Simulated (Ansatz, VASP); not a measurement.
Given: the input of a run of VASP 6.6.1 on CdS.

The input INCAR:

```
SYSTEM = CdS
  PREC = Accurate
  ENCUT = 520
  EDIFF = 1E-7
  ISMEAR = 0
  SIGMA = 0.012
  LREAL = .False.
  LASPH = .True.
  NELM = 60
  ALGO = Normal
  ISIF = 2
  LWAVE = .False.
  LCHARG = .False.
  GGA = PE
  NBANDS = 16
```

The input KPOINTS:

```
regular mesh
0
Gamma
  8 8 8
  0 0 0
```

POSCAR

```
CdS
1.0
    0.0000000000      2.9165000000      2.9165000000
    2.9165000000      0.0000000000      2.9165000000
    2.9165000000      2.9165000000      0.0000000000
Cd S
1 1
Direct
    0.0000000000      0.0000000000      0.0000000000
    0.7500000000      0.7500000000      0.7500000000
```

Potentials or basis: VASP PAW PBE potentials, release 64 (Cd, S).

The run is started by

```bash
$ cat potpaw_PBE.64/Cd/POTCAR potpaw_PBE.64/S/POTCAR > POTCAR
$ mpirun -np 1 vasp_std > vasp.out
```

**Question.** Translate it to Ansatz 0.2.0. Potentials there: all-electron LAPW, scalar-relativistic.

**Answer.** As run (the cutoff follows the program's own potentials):

The input input.yaml:

```yaml
crystal:
  lattice:
    - [0.0, 2.9165, 2.9165]
    - [2.9165, 0.0, 2.9165]
    - [2.9165, 2.9165, 0.0]
  atoms:
    - { symbol: Cd, position: [0.0, 0.0, 0.0] }
    - { symbol: S, position: [0.75, 0.75, 0.75] }
kpoints:
  mp_grid: { grid: [8, 8, 8] }
scf:
  occupations: { method: gaussian, width: 0.012 }
hamiltonian:
  xc: pbe
  pseudopotentials: { kind: all_electron, lapw: { basis_error: 0.001 } }
output:
  forces: true
  stress: true
  eigenvalues: true
```

Potentials or basis: all-electron LAPW, scalar-relativistic.

Run with:

```console
$ ansatz run input.yaml --threads 1 --pin off --max-ram 3072MiB --backend cpu --events-out ev --progress --plain --runs-dir out
```

Both were run:

|  | VASP | Ansatz | Ansatz less VASP |
| --- | --- | --- | --- |
| gap on the k mesh at the Fermi level (eV) | 1.15 | 1.15 | -0.004 |
| least direct gap on the mesh (eV) | 1.15 | 1.15 | -0.004 |
| pressure (GPa) | 3.2 | 2.9 | -0.33 |

Ansatz ran all-electron here, and VASP with PAW potentials.
